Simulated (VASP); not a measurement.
# Te2Mo in VASP: further runs

The runs below take Te2Mo through single point, with PBE.

Program: VASP 6.6.1. These are calculated values, not measurements. Logs are shortened: lines on timing, memory, paths and dates and some standing lists are left out, and cuts for length are marked.

## (1) The cell of the first run

The cell holds a slab with vacuum, 6 atoms: a = 3.560 Å, b = 3.560 Å, c = 24.811 Å, α = 90.00°, β = 90.00°, γ = 120.00°.

## (2) Single point, PBE

Contents of INCAR:

```
SYSTEM = Te2Mo
PREC = Accurate
ENCUT = 520
EDIFF = 1E-6
ISMEAR = 0
SIGMA = 0.1
LREAL = .False.
LASPH = .True.
NELM = 100
ALGO = Normal
ISIF = 2
LWAVE = .False.
LCHARG = .False.
GGA = PE
NBANDS = 35
```

Contents of KPOINTS:

```
regular mesh
0
Gamma
  6 6 1
  0 0 0
```

Contents of POSCAR:

```
Te2Mo
1.0
    3.5603917200      0.0000000000      0.0000000000
   -1.7801958600      3.0833896800      0.0000000000
    0.0000000000      0.0000000000     24.8112621300
Te Mo
4 2
Direct
    0.3333333300      0.6666666700      0.0793711400
    0.6666666700      0.3333333300      0.7763605100
    0.6666666700      0.3333333300      0.9206288600
    0.3333333300      0.6666666700      0.2236394900
    0.3333333300      0.6666666700      0.8484585300
    0.6666666700      0.3333333300      0.1515414700
```

Potentials or basis: VASP PAW PBE potentials, release 64 (Te, Mo_sv).

Started as:

```
$ cat potpaw_PBE.64/Te/POTCAR potpaw_PBE.64/Mo_sv/POTCAR > POTCAR
$ mpirun -np 1 vasp_std > vasp.out
```

OUTCAR:

```text
SYSTEM = Te2Mo
   PREC = Accurate
   ENCUT = 520
   EDIFF = 1E-6
   ISMEAR = 0
   LREAL = .False.
   LASPH = .True.
   NELM = 100
   ISIF = 2
   GGA = PE

 ion  position               nearest neighbor table
   1  0.333  0.667  0.079-   6 2.73   6 2.73   6 2.73   4 3.58
   2  0.667  0.333  0.776-   5 2.72   5 2.72   5 2.72   3 3.58
   3  0.667  0.333  0.921-   5 2.73   5 2.73   5 2.73   2 3.58
   4  0.333  0.667  0.224-   6 2.72   6 2.72   6 2.72   1 3.58
   5  0.333  0.667  0.848-   2 2.72   2 2.72   2 2.72   3 2.73   3 2.73   3 2.73
   6  0.667  0.333  0.152-   4 2.72   4 2.72   4 2.72   1 2.73   1 2.73   1 2.73

  LATTYP: Found a hexagonal cell.
 ALAT       =     3.5603917200
 C/A-ratio  =     6.9686888638

  Lattice vectors:

 A1 = (   3.5603917200,   0.0000000000,   0.0000000000)
 A2 = (  -1.7801958600,   3.0833896800,   0.0000000000)
 A3 = (   0.0000000000,   0.0000000000,  24.8112621300)

Analysis of symmetry for initial positions (statically):
=====================================================================
 Subroutine PRICEL returns:
 Original cell was already a primitive cell.

 Routine SETGRP: Setting up the symmetry group for a
 hexagonal supercell.

 Subroutine GETGRP returns: Found 12 space group operations
 (whereof 12 operations were pure point group operations)
 out of a pool of 24 trial point group operations.

The static configuration has the point symmetry D_3d.

Analysis of symmetry for dynamics (positions and initial velocities):
=====================================================================
 Subroutine PRICEL returns:
 Original cell was already a primitive cell.

 Routine SETGRP: Setting up the symmetry group for a
 hexagonal supercell.

 Subroutine GETGRP returns: Found 12 space group operations
 (whereof 12 operations were pure point group operations)
 out of a pool of 24 trial point group operations.

The dynamic configuration has the point symmetry D_3d.

 Subroutine INISYM returns: Found 12 space group operations
 (whereof 12 operations are pure point group operations),
 and found     1 'primitive' translations

----------------------------------------------------------------------------------------

                                     Primitive cell

  volume of cell :     272.3799

  direct lattice vectors                    reciprocal lattice vectors
     3.560391720  0.000000000  0.000000000     0.280867971  0.162159199  0.000000000
    -1.780195860  3.083389680  0.000000000     0.000000000  0.324318398  0.000000000
     0.000000000  0.000000000 24.811262130     0.000000000  0.000000000  0.040304278

  length of vectors
     3.560391720  3.560391723 24.811262130     0.324318398  0.324318398  0.040304278

  position of ions in fractional coordinates (direct lattice)
     0.333333330  0.666666670  0.079371140
     0.666666670  0.333333330  0.776360510
     0.666666670  0.333333330  0.920628860
     0.333333330  0.666666670  0.223639490
     0.333333330  0.666666670  0.848458530
     0.666666670  0.333333330  0.151541470

  ion indices of the primitive-cell ions
   primitive index   ion index
                 1           1
                 2           2
                 3           3
                 4           4
                 5           5
                 6           6

----------------------------------------------------------------------------------------

 KPOINTS: regular mesh

Automatic generation of k-mesh.
 Grid dimensions read from file:
 generate k-points for:    6    6    1

 Generating k-lattice:

  Cartesian coordinates                     Fractional coordinates (reciprocal lattice)
     0.046811329  0.027026533  0.000000000     0.166666667  0.000000000  0.000000000
     0.000000000  0.054053066  0.000000000     0.000000000  0.166666667  0.000000000
     0.000000000  0.000000000  0.040304278     0.000000000  0.000000000  1.000000000

  Length of vectors
     0.054053066  0.054053066  0.040304278

  Shift w.r.t. Gamma in fractional coordinates (k-lattice)
     0.000000000  0.000000000  0.000000000

 Subroutine IBZKPT returns following result:
 ===========================================

 Found      7 irreducible k-points:

 Following reciprocal coordinates:
            Coordinates               Weight
  0.000000  0.000000  0.000000      1.000000
  0.166667  0.000000  0.000000      6.000000
  0.333333  0.000000  0.000000      6.000000
  0.500000  0.000000  0.000000      3.000000
  0.166667  0.166667  0.000000      6.000000
  0.333333  0.166667  0.000000     12.000000
  0.333333  0.333333  0.000000      2.000000
   k-points           NKPTS =      7   k-points in BZ     NKDIM =      7   number of bands    NBANDS=     35
   number of dos      NEDOS =    301   number of ions     NIONS =      6
   total plane-waves  NPLWV = 150528
   dimension x,y,z NGX =    28 NGY =   28 NGZ =  192
   dimension x,y,z NGXF=    56 NGYF=   56 NGZF=  384
   ions per type =               4   2
   NGX,Y,Z   is equivalent  to a cutoff of  13.07, 13.07, 12.86 a.u.
   NGXF,Y,Z  is equivalent  to a cutoff of  26.15, 26.15, 25.73 a.u.
 SYSTEM =  Te2Mo
   PREC   = accura    normal or accurate (medium, high low for compatibility)
   ISTART =      0    job   : 0-new  1-cont  2-samecut
   ICHARG =      2    charge: 1-file 2-atom 10-const
   ISPIN  =      1    spin polarized calculation?
   LNONCOLLINEAR =      F non collinear calculations
   LSORBIT =      F    spin-orbit coupling
   LASPH  =      T    aspherical Exc in radial PAW
   ENCUT  =  520.0 eV  38.22 Ry    6.18 a.u.   6.62  6.62 46.13*2*pi/ulx,y,z
   NELM   =    100;   NELMIN=  2; NELMDL= -5     # of ELM steps
   EDIFF  = 0.1E-05   stopping-criterion for ELM
   LREAL  =      F    real-space projection
   EDIFFG = 0.1E-04   stopping-criterion for IOM
   NSW    =      0    number of steps for IOM
   IBRION =     -1    ionic relax: 0-MD 1-quasi-New 2-CG
   NFREE  =      0    steps in history (QN), initial steepest desc. (CG)
   ISIF   =      2    stress and relaxation
   ISYM   =      2    0-nonsym 1-usesym 2-fastsym
   POTIM  = 0.5000    time-step for ionic-motion
   TEBEG  =    0.0;   TEEND  =   0.0 temperature during run
   PSTRESS=    0.0 pullay stress
   NELECT =      52.0000    total number of electrons
   NUPDOWN=      -1.0000    fix difference up-down
   EMIN   =  10.00;   EMAX   =-10.00  energy-range for DOS
   EFERMI =   0.00;   METHOD = LEGACY
   ISMEAR =     0;   SIGMA  =   0.10  broadening in eV -4-tet -1-fermi 0-gaus
   EFERMI_NEDOS =   21; number of points for ismear=-14 and -15
   IALGO  =     38    algorithm
   IMIX   =      4    mixing-type and parameters
     AMIX     =   0.40;   BMIX     =  1.00
     AMIX_MAG =   1.60;   BMIX_MAG =  1.00
  volume/ion in A,a.u.               =      45.40       306.35
  Fermi-wavevector in a.u.,A,eV,Ry     =   0.942651  1.781352 12.090013  0.888591
  Thomas-Fermi vector in A             =   2.070281
   LORBIT       =      0    0 simple, 1 ext, 2 COOP (PROOUT), +10 PAW based schemes
   GGA     = PE    functional components
   LHFCALC =     F    Hartree Fock is set to
   AEXX    =    0.0000 exact exchange contribution
   IVDW    =     0    specifies the selected vdW correction
   LEPSILON=     F    determine dielectric tensor
   LRPA    =     F    only Hartree local field effects (RPA)
 non-spin polarized calculation
 Gauss-broadening in eV      SIGMA  =   0.10
  energy-cutoff  :      520.00
  volume of cell :      272.38
 maximum number of plane-waves:      7365
 NGX is ok and might be reduce to    28
   NGX = 13   NGY = 13   NGZ = 93

 number of electron      52.0000000 magnetization

 Free energy of the ion-electron system (eV)
  ---------------------------------------------------
  ext. energy  EPLUGINS =         0.00000000
  ---------------------------------------------------
  free energy    TOTEN  =       -36.04991875 eV

  energy without entropy =      -36.04991875  energy(sigma->0) =      -36.04991875

 E-fermi :   2.6833     XC(G=0):  -6.3256

 val. band max:        2.1891886359   @ k =   0.3333   0.3333   0.0000
 cond. band min:       3.2119264810   @ k =   0.3333   0.3333   0.0000
 fundamental gap:      1.0227378451
 Fermi energy:         2.6833451381

 k-point     1 :       0.0000    0.0000    0.0000
  band No.  band energies     occupation
      1     -58.5002      2.00000
      2     -58.5002      2.00000
      3     -32.6472      2.00000
      4     -32.6472      2.00000
      5     -32.5503      2.00000
      6     -32.5503      2.00000
[... 27 lines left out ...]
     34       5.5444      0.00000
     35       6.4352      0.00000

 k-point     2 :       0.1667    0.0000    0.0000
  band No.  band energies     occupation
      1     -58.4982      2.00000
      2     -58.4982      2.00000
      3     -32.6408      2.00000
      4     -32.6408      2.00000
      5     -32.5792      2.00000
      6     -32.5792      2.00000
[... 27 lines left out ...]
     34       5.5348      0.00000
     35       6.9075      0.00000

 k-point     3 :       0.3333    0.0000    0.0000
  band No.  band energies     occupation
      1     -58.4940      2.00000
      2     -58.4940      2.00000
      3     -32.6363      2.00000
      4     -32.6363      2.00000
      5     -32.6281      2.00000
      6     -32.6281      2.00000
[... 27 lines left out ...]
     34       5.8573      0.00000
     35       7.5720      0.00000

 k-point     4 :       0.5000    0.0000    0.0000
  band No.  band energies     occupation
      1     -58.4919      2.00000
      2     -58.4919      2.00000
      3     -32.6646      2.00000
      4     -32.6646      2.00000
      5     -32.6217      2.00000
      6     -32.6217      2.00000
[... 27 lines left out ...]
     34       5.9382      0.00000
     35       6.1320      0.00000

 k-point     5 :       0.1667    0.1667    0.0000
  band No.  band energies     occupation
      1     -58.4951      2.00000
      2     -58.4950      2.00000
      3     -32.6313      2.00000
      4     -32.6313      2.00000
      5     -32.6168      2.00000
      6     -32.6168      2.00000
[... 27 lines left out ...]
     34       5.7778      0.00000
     35       7.7023      0.00000

 k-point     6 :       0.3333    0.1667    0.0000
  band No.  band energies     occupation
      1     -58.4919      2.00000
      2     -58.4919      2.00000
      3     -32.6503      2.00000
      4     -32.6503      2.00000
      5     -32.6217      2.00000
      6     -32.6217      2.00000
[... 27 lines left out ...]
     34       5.9901      0.00000
     35       6.9708      0.00000

 k-point     7 :       0.3333    0.3333    0.0000
  band No.  band energies     occupation
      1     -58.4909      2.00000
      2     -58.4909      2.00000
      3     -32.6376      2.00000
      4     -32.6376      2.00000
      5     -32.6219      2.00000
      6     -32.6219      2.00000
[... 27 lines left out ...]
     34       6.1478      0.00000
     35       6.9734      0.00000

------------------------ aborting loop because EDIFF is reached ----------------------------------------

  FORCE on cell =-STRESS in cart. coord.  units (eV):
  Direction    XX          YY          ZZ          XY          YZ          ZX
  --------------------------------------------------------------------------------------
  -------------------------------------------------------------------------------------
  Total        0.4023007      0.4023007      1.7526084      0.0000000     -0.0000000      0.0000000
  in kB        2.3663900      2.3663900     10.3090922      0.0000000     -0.0000000      0.0000000
  external PRESSURE =       5.0139574 kB  Pullay stress =       0.0000000 kB

 VOLUME and BASIS-vectors are now :
 -----------------------------------------------------------------------------
  energy-cutoff  :      520.00
  volume of cell :      272.38
      direct lattice vectors                 reciprocal lattice vectors
     3.560391720  0.000000000  0.000000000     0.280867971  0.162159199  0.000000000
    -1.780195860  3.083389680  0.000000000     0.000000000  0.324318398  0.000000000
     0.000000000  0.000000000 24.811262130     0.000000000  0.000000000  0.040304278

 POSITION                                       TOTAL-FORCE (eV/Angst)
 -----------------------------------------------------------------------------------
     -0.00000      2.05559      1.96930         0.000000      0.000000     -0.237348
      1.78020      1.02780     19.26248        -0.000000      0.000000     -0.246846
      1.78020      1.02780     22.84196        -0.000000      0.000000      0.237348
     -0.00000      2.05559      5.54878        -0.000000      0.000000      0.246846
     -0.00000      2.05559     21.05133        -0.000000      0.000000      0.003899
      1.78020      1.02780      3.75994         0.000000     -0.000000     -0.003899
 -----------------------------------------------------------------------------------
    total drift:                                0.000000      0.000000     -0.000000

  FREE ENERGIE OF THE ION-ELECTRON SYSTEM (eV)
  ---------------------------------------------------
  free  energy   TOTEN  =       -36.0499187507 eV

  energy  without entropy=      -36.0499187507  energy(sigma->0) =      -36.04991875
```

Wall time 73 s (1 thread of Intel Xeon 6975P-C (Granite Rapids), shared host); peak memory 0.38 GiB.

Results:

* Free energy: -36.0499 eV
* Largest force: 0.247 eV/Å
* Band gap on the k mesh: 1.02 eV, direct

Forces on the atoms (eV/Å):
```
Te   0.000  0.000 -0.237
Te   0.000  0.000 -0.247
Te   0.000  0.000  0.237
Te   0.000  0.000  0.247
Mo   0.000  0.000  0.004
Mo   0.000  0.000 -0.004
```

Caveat: spin-orbit coupling is left out, which moves the levels of the heavy elements.

(Continued in part 2 of 2.)
